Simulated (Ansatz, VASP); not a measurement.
Two plane-wave programs on AlP

```
Al P
1.0
     0.00000    2.72579    2.72579
     2.72579    0.00000    2.72579
     2.72579    2.72579    0.00000
Al P
1 1
Direct
  0.00000 0.00000 0.00000
  0.25000 0.25000 0.25000
```

Alike in both runs: functional PBE; dispersion D4; k mesh 8 × 8 × 8; occupations gaussian, width 0.02 eV; no spin polarisation.

Ansatz relaxed the structure, and its values are those at the end. VASP's run is a single point on that final structure, the one shown.

|  | VASP | Ansatz |
| --- | --- | --- |
| version | VASP 6.6.1 | Ansatz 0.2.0 |
| potentials or method | VASP PAW PBE potentials, release 64 (Al, P), cutoff 500 eV | scalar-relativistic, plane waves, PAW |
| valence electrons in the cell | 8 | 8 |

Ansatz gave:

```
gap on the k mesh at the Fermi level (eV) : 1.57
least direct gap on the mesh (eV)         : 3.35
pressure (GPa)                            : 0.0
```

Problem. Estimate VASP's values.

Solution. gap on the k mesh at the Fermi level (eV): 1.57; least direct gap on the mesh (eV): 3.35; pressure (GPa): -0.1.
